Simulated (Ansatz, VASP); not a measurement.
**Pd in VASP and in Ansatz**

INCAR

```
ALGO = Normal
EDIFF = 1E-6
ENCUT = 520
ISIF = 2
ISMEAR = -1
LASPH = True
LCHARG = False
LREAL = False
LWAVE = False
NBANDS = 11
NELM = 60
PREC = Accurate
SIGMA = 0.05
```

Contents of KPOINTS:

```
k-points
0
Gamma
  18 18 18
```

File POSCAR:

```
Pd
1.0
    0.0000000000      1.9449000000      1.8865530000
    1.9449000000      0.0000000000      1.8865530000
    1.9449000000      1.9449000000      0.0000000000
Pd
1
Direct
    0.0000000000      0.0000000000      0.0000000000
```

Input for Ansatz:

```yaml
crystal:
  lattice:
    - [0.0, 1.9449, 1.886553]
    - [1.9449, 0.0, 1.886553]
    - [1.9449, 1.9449, 0.0]
  atoms:
    - { symbol: Pd, position: [0.0, 0.0, 0.0] }
kpoints:
  mp_grid: { grid: [18, 18, 18] }
  band_path:
    path:
      - [0.0, 0.0, 0.0]
      - [0.0, 0.5, 0.5]
      - [0.25, 0.75, 0.5]
      - [0.0, 0.5, 0.0]
      - [0.0, 0.0, 0.0]
      - [0.5, 0.5, 0.0]
      - [0.3828515251, 0.6171484749, 0.0]
      - [-0.3828515251, 0.3828515251, 0.0]
      - [0.0, 0.0, 0.0]
    npoints: 5
scf:
  occupations: { method: fermi_dirac, width: 0.05 }
hamiltonian:
  xc: lda
  pseudopotentials: { kind: all_electron, lapw: { basis_error: 0.00025 } }
output:
  forces: true
  stress: true
  eigenvalues: true
```

Change from the starting cell: zz strain of -3 %.

Alike in both runs: task single point; functional LDA; k mesh 18 × 18 × 18; occupations fermi-dirac, width 0.05 eV; no spin polarisation.

|  | VASP | Ansatz |
| --- | --- | --- |
| version | VASP 6.6.1 | Ansatz 0.2.0 |
| potentials or method | VASP PAW LDA potentials, release 64 (Pd), cutoff 520 eV | all-electron LAPW, scalar-relativistic |

|  | VASP | Ansatz | Ansatz less VASP |
| --- | --- | --- | --- |
| pressure (GPa) | -1.6 | -1.9 | -0.29 |
| traceless stress, the component that is largest in VASP (GPa) | 1.20 | 1.20 | +0.005 |

LDA's correlation is that of Perdew and Zunger in VASP and of Perdew and Wang (1992) in Ansatz. Ansatz ran all-electron here, and VASP with PAW potentials.
